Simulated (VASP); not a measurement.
SrGaI3: single point with PBE

SrGaI3:

```
Sr Ga I
1.0
     5.89448    0.00000    0.00000
     0.00000    5.89448    0.00000
     0.00000    0.00000    5.89448
Sr Ga I
1 1 3
Direct
  0.50000 0.50000 0.50000
  0.00000 0.00000 0.00000
  0.50000 0.00000 0.00000
  0.00000 0.50000 0.00000
  0.00000 0.00000 0.50000
```

```
Program             : VASP 6.6.1
Task                : single point
Functional          : PBE
Potentials or basis : VASP PAW PBE potentials, release 64 (Sr_sv, Ga_d, I)
Cutoff              : 520 eV
k mesh              : 6 × 6 × 6
Occupations         : gaussian, width 0.1 eV
Spin                : no spin polarisation
```

| Property | Result |
| --- | --- |
| Pressure | 0.0 GPa |
| Band gap on the k mesh | zero (band 22 reaches 4.20 eV, above the bottom of band 23 at 3.55 eV) |

Levels at points of the mesh, in eV from the Fermi level:
| k point | band 20 | band 21 | band 22 | band 23 | band 24 | band 25 |
| --- | --- | --- | --- | --- | --- | --- |
| (0.00, 0.00, 0.00) | -2.80 | -2.80 | -2.80 | -0.61 | 0.68 | 0.68 |
| (0.50, 0.00, 0.00) | -2.99 | -2.99 | -1.05 | 0.77 | 1.29 | 1.67 |
| (0.50, 0.50, 0.00) | -2.69 | -2.41 | -0.07 | 0.98 | 1.69 | 1.78 |
| (0.50, 0.50, 0.50) | -2.35 | -2.35 | -0.25 | 0.99 | 0.99 | 0.99 |

It took 2.4 min on 1 thread of AMD EPYC 7R43 64-Core Processor (Zen 3), on a shared host, peak memory 0.35 GiB.

Caveat: spin-orbit coupling is left out, which moves the levels of the heavy elements.
